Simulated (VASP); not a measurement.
# HfN (Fm-3m) in VASP: single point with PBE

Aim: the single point of HfN with PBE.

Everything below comes from runs of VASP 6.6.1. Logs are shortened: lines on timing, memory, paths and dates and some standing lists are left out, and cuts for length are marked.

## 1. The cell of the first run

The structure is cubic, space group Fm-3m (No. 225). The conventional cell has a = 4.512 Å, b = 4.512 Å, c = 4.512 Å, α = 90.00°, β = 90.00°, γ = 90.00°. Hf (site symmetry m-3m) has 6 N at 2.26 Å within 3.0 Å. N (site symmetry m-3m) has 6 Hf at 2.26 Å within 3.0 Å.

## 2. Single point, PBE

Input file INCAR:

```
  PREC = Accurate
  ENCUT = 600
  EDIFF = 1E-6
  ISMEAR = -1
  SIGMA = 0.05
  LREAL = F
  LASPH = T
  NELM = 120
  ALGO = Normal
  ISIF = 2
  LWAVE = F
  LCHARG = F
  GGA = PE
  NBANDS = 14
  GGA_COMPAT = F
```

Input file KPOINTS:

```
Automatic mesh
0
Gamma
  9 9 9
```

Input file POSCAR:

```
HfN
1.0
    0.0000000000      2.2560000000      2.2560000000
    2.2560000000      0.0000000000      2.2560000000
    2.2560000000      2.2560000000      0.0000000000
Hf N
1 1
Direct
    0.0000000000      0.0000000000      0.0000000000
    0.5000000000      0.5000000000      0.5000000000
```

Potentials or basis: VASP PAW PBE potentials, release 64 (Hf_pv, N).

The run is started by

```console
$ cat potpaw_PBE.64/Hf_pv/POTCAR potpaw_PBE.64/N/POTCAR > POTCAR
$ mpirun -np 1 vasp_std > vasp.out
```

OUTCAR:

```text
PREC = Accurate
   ENCUT = 600
   EDIFF = 1E-6
   ISMEAR = -1
   LREAL = F
   LASPH = T
   NELM = 120
   ISIF = 2
   GGA = PE

 ion  position               nearest neighbor table
   1  0.000  0.000  0.000-   2 2.26   2 2.26   2 2.26   2 2.26   2 2.26   2 2.26
   2  0.500  0.500  0.500-   1 2.26   1 2.26   1 2.26   1 2.26   1 2.26   1 2.26

  LATTYP: Found a face centered cubic cell.
 ALAT       =     4.5120000000

  Lattice vectors:

 A1 = (   0.0000000000,   2.2560000000,   2.2560000000)
 A2 = (   2.2560000000,   0.0000000000,   2.2560000000)
 A3 = (   2.2560000000,   2.2560000000,   0.0000000000)

Analysis of symmetry for initial positions (statically):
=====================================================================
 Subroutine PRICEL returns:
 Original cell was already a primitive cell.

 Routine SETGRP: Setting up the symmetry group for a
 face centered cubic supercell.

 Subroutine GETGRP returns: Found 48 space group operations
 (whereof 48 operations were pure point group operations)
 out of a pool of 48 trial point group operations.

The static configuration has the point symmetry O_h .

Analysis of symmetry for dynamics (positions and initial velocities):
=====================================================================
 Subroutine PRICEL returns:
 Original cell was already a primitive cell.

 Routine SETGRP: Setting up the symmetry group for a
 face centered cubic supercell.

 Subroutine GETGRP returns: Found 48 space group operations
 (whereof 48 operations were pure point group operations)
 out of a pool of 48 trial point group operations.

The dynamic configuration has the point symmetry O_h .

 Subroutine INISYM returns: Found 48 space group operations
 (whereof 48 operations are pure point group operations),
 and found     1 'primitive' translations

----------------------------------------------------------------------------------------

                                     Primitive cell

  volume of cell :      22.9640

  direct lattice vectors                    reciprocal lattice vectors
     0.000000000  2.256000000  2.256000000    -0.221631206  0.221631206  0.221631206
     2.256000000  0.000000000  2.256000000     0.221631206 -0.221631206  0.221631206
     2.256000000  2.256000000  0.000000000     0.221631206  0.221631206 -0.221631206

  length of vectors
     3.190465797  3.190465797  3.190465797     0.383876509  0.383876509  0.383876509

  position of ions in fractional coordinates (direct lattice)
     0.000000000  0.000000000  0.000000000
     0.500000000  0.500000000  0.500000000

[... 81 lines left out ...]
   NFREE  =      0    steps in history (QN), initial steepest desc. (CG)
   ISIF   =      2    stress and relaxation
   ISYM   =      2    0-nonsym 1-usesym 2-fastsym
   POTIM  = 0.5000    time-step for ionic-motion
   TEBEG  =    0.0;   TEEND  =   0.0 temperature during run
   PSTRESS=    0.0 pullay stress
   NELECT =      15.0000    total number of electrons
   NUPDOWN=      -1.0000    fix difference up-down
   EMIN   =  10.00;   EMAX   =-10.00  energy-range for DOS
   EFERMI =   0.00;   METHOD = LEGACY
   ISMEAR =    -1;   SIGMA  =   0.05  broadening in eV -4-tet -1-fermi 0-gaus
   EFERMI_NEDOS =   21; number of points for ismear=-14 and -15
   IALGO  =     38    algorithm
   IMIX   =      4    mixing-type and parameters
     AMIX     =   0.40;   BMIX     =  1.00
     AMIX_MAG =   1.60;   BMIX_MAG =  1.00
  volume/ion in A,a.u.               =      11.48        77.48
  Fermi-wavevector in a.u.,A,eV,Ry     =   1.420440  2.684242 27.451783  2.017649
  Thomas-Fermi vector in A             =   2.541355
   LORBIT       =      0    0 simple, 1 ext, 2 COOP (PROOUT), +10 PAW based schemes
   GGA     = PE    functional components
   LHFCALC =     F    Hartree Fock is set to
   AEXX    =    0.0000 exact exchange contribution
   IVDW    =     0    specifies the selected vdW correction
   LEPSILON=     F    determine dielectric tensor
   LRPA    =     F    only Hartree local field effects (RPA)
 non-spin polarized calculation
  energy-cutoff  :      600.00
  volume of cell :       22.96
 maximum number of plane-waves:       779
 NGX is ok and might be reduce to    28
   NGX = 13   NGY = 13   NGZ = 13

 number of electron      15.0000002 magnetization

 Free energy of the ion-electron system (eV)
  ---------------------------------------------------
  ext. energy  EPLUGINS =         0.00000000
  ---------------------------------------------------
  free energy    TOTEN  =       -21.76513689 eV

  energy without entropy =      -21.75793683  energy(sigma->0) =      -21.76153686

 E-fermi :   8.4077     XC(G=0): -12.7541

 val. band max:        8.3931641731   @ k =   0.4444   0.2222   0.1111
 cond. band min:       8.4680519503   @ k =   0.1111   0.0000   0.0000
 fundamental gap:      0.0748877772
 Fermi energy:         8.4076659922

 k-point     1 :       0.0000    0.0000    0.0000
  band No.  band energies     occupation
      1     -22.7200      2.00000
      2     -22.7200      2.00000
      3     -22.7200      2.00000
      4      -9.1136      2.00000
      5       5.3884      2.00000
      6       5.3884      2.00000
      7       5.3884      2.00000
      8       8.0711      1.99762
      9       8.0711      1.99762
     10       8.0711      1.99762
     11      10.2552      0.00000
     12      10.3975      0.00000
     13      10.3975      0.00000
     14      17.9938      0.00000
[... 377 lines left out ...]
      1     -23.5039      2.00000
      2     -23.0226      2.00000
      3     -23.0226      2.00000
      4      -7.9805      2.00000
      5       2.7860      2.00000
      6       4.6654      2.00000
      7       4.6981      2.00000
      8       4.6981      2.00000
      9      12.4581      0.00000
     10      13.8315      0.00000
     11      13.8908      0.00000
     12      13.8908      0.00000
     13      16.7728      0.00000
     14      17.8805      0.00000

 [... further k-points ...]
[... 5 lines left out ...]
  --------------------------------------------------------------------------------------
  -------------------------------------------------------------------------------------
  Total        0.5814723      0.5814723      0.5814723      0.0000000     -0.0000000     -0.0000000
  in kB       40.5688144     40.5688144     40.5688144      0.0000000     -0.0000000     -0.0000000
  external PRESSURE =      40.5688144 kB  Pullay stress =       0.0000000 kB

 VOLUME and BASIS-vectors are now :
 -----------------------------------------------------------------------------
  energy-cutoff  :      600.00
  volume of cell :       22.96
      direct lattice vectors                 reciprocal lattice vectors
     0.000000000  2.256000000  2.256000000    -0.221631206  0.221631206  0.221631206
     2.256000000  0.000000000  2.256000000     0.221631206 -0.221631206  0.221631206
     2.256000000  2.256000000  0.000000000     0.221631206  0.221631206 -0.221631206

 POSITION                                       TOTAL-FORCE (eV/Angst)
 -----------------------------------------------------------------------------------
      0.00000      0.00000      0.00000        -0.000000     -0.000000     -0.000000
      2.25600      2.25600      2.25600         0.000000      0.000000      0.000000
 -----------------------------------------------------------------------------------
    total drift:                                0.000000      0.000000      0.000000

  FREE ENERGIE OF THE ION-ELECTRON SYSTEM (eV)
  ---------------------------------------------------
  free  energy   TOTEN  =       -21.7651368946 eV

  energy  without entropy=      -21.7579368331  energy(sigma->0) =      -21.76153686
```

stdout:

```text
POSCAR found type information on POSCAR HfN
 POSCAR found :  2 types and       2 ions
 scaLAPACK will be used
 LDA part: xc-table for (Slater+PW92), standard interpolation
 POSCAR, INCAR and KPOINTS ok, starting setup
 FFT: planning ... GRIDC
 FFT: planning ... GRID_SOFT
 FFT: planning ... GRID
 WAVECAR not read
 entering main loop
```

Wall time 25 s (1 thread of AMD EPYC 7R43 (Zen 3), shared host); peak memory 0.13 GiB.

Results:

* Free energy: -21.7651 eV
* Pressure: 4.1 GPa

Levels at points of the mesh, in eV from the Fermi level:
```
           k point  band 6  band 7  band 8  band 9  band 10  band 11
(0.00, 0.00, 0.00)   -3.02   -3.02   -0.34   -0.34    -0.34     1.85
```

Caveat: spin-orbit coupling is left out, which moves the levels of the heavy elements.
